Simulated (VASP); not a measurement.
Input of a VASP 6.6.1 run:

File INCAR:

```
PREC = Accurate ; ENCUT = 520
EDIFF = 1E-6 ; ISMEAR = -1
SIGMA = 0.05 ; LREAL = F
LASPH = T ; NELM = 60
ALGO = Normal ; ISIF = 2
LWAVE = F ; LCHARG = T
GGA = CA ; LELF = T
LVHAR = T ; NBANDS = 17
```

Contents of KPOINTS:

```
Automatic mesh
0
Gamma
  7 7 7
```

The input POSCAR:

```
SnTe
1.0
    0.0000000000      3.1717171644      3.1717171644
    3.1717171644      0.0000000000      3.1717171644
    3.1717171644      3.1717171644      0.0000000000
Te Sn
1 1
Direct
    0.5000000000      0.5000000000      0.5000000000
    0.0000000000      0.0000000000      0.0000000000
```

Potentials or basis: VASP PAW LDA potentials, release 64 (Te, Sn_d).

Command:

```sh
$ cat potpaw_LDA.64/Te/POTCAR potpaw_LDA.64/Sn_d/POTCAR > POTCAR
$ mpirun -np 1 vasp_std > vasp.out
```

Task: What does it give for the pressure?

Result: -2.4 GPa.
